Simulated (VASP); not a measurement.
C, 4 atoms in the cell. The cell holds a slab with vacuum, 4 atoms: a = 2.466 Å, b = 2.466 Å, c = 17.500 Å, α = 90.00°, β = 90.00°, γ = 120.00°. 

* Program: VASP 6.6.1
* Task: single point
* Functional: PBE
* Dispersion: D3(BJ)
* Potentials or basis: VASP PAW PBE potentials, release 64 (C)
* Cutoff: 520 eV
* k mesh: 15 × 15 × 1
* Occupations: gaussian, width 0.1 eV
* Spin: no spin polarisation
* Dipole correction: yes
* Further INCAR settings: ALGO = Normal; EDIFF = 1e-06; NBANDS = 16

Potentials or basis: VASP PAW PBE potentials, release 64 (C).

Run with:

```console
$ cat potpaw_PBE.64/C/POTCAR > POTCAR
$ mpirun -np 1 vasp_std > vasp.out
```

Hardware: 1 thread of Intel(R) Xeon(R) Platinum 8375C CPU @ 2.90GHz (Ice Lake), with other jobs on the host.

Question: How long does it take, and how much memory?

Answer: It took 41 s on 1 thread of Intel(R) Xeon(R) Platinum 8375C CPU @ 2.90GHz (Ice Lake) (shared host), peak memory 0.21 GiB. Counts: scf iterations 19, k points 27.
